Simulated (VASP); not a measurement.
A run of VASP 6.6.1 is set up as follows.

The input INCAR:

```
SYSTEM = Ag
AGGAC = 1.0
AGGAX = 1.0
ALDAC = 0.0
ALDAX = 1.0
ALGO = Normal
EDIFF = 1E-7
ENCUT = 520
GGA = B5
ISIF = 2
ISMEAR = -1
LASPH = .TRUE.
LCHARG = .FALSE.
LREAL = .FALSE.
LWAVE = .FALSE.
NBANDS = 18
NELM = 60
PREC = Accurate
SIGMA = 0.1
```

Contents of KPOINTS:

```
k-points
0
G
  13 13 7
  0 0 0
```

The input POSCAR:

```
Ag
1.0
    2.8995045794      0.0000000000      0.0000000000
   -1.4497522897      2.5110446241      0.0000000000
    0.0000000000      0.0000000000      4.6796192919
Ag
2
Direct
    0.3333333333      0.6666666667      0.2500000000
    0.6666666667      0.3333333333      0.7500000000
```

Potentials or basis: VASP PAW PBE potentials, release 64 (Ag).

Run with:

```console
$ cat potpaw_PBE.64/Ag/POTCAR > POTCAR
$ mpirun -np 1 vasp_std > vasp.out
```

Q: Estimate the pressure.

A: 12.6 GPa.

Q: Estimate the band gap on the k mesh.

A: Zero (bands 11 and 12 overlap by 6.52 eV).

Stress tensor (GPa, compression positive):
```
11.57  0.00  0.00
 0.00 11.57  0.00
 0.00  0.00 14.52
```

Caveat: the cell stands under pressure; the PAW data sets were made with another functional, which shifts forces and pressure a little.
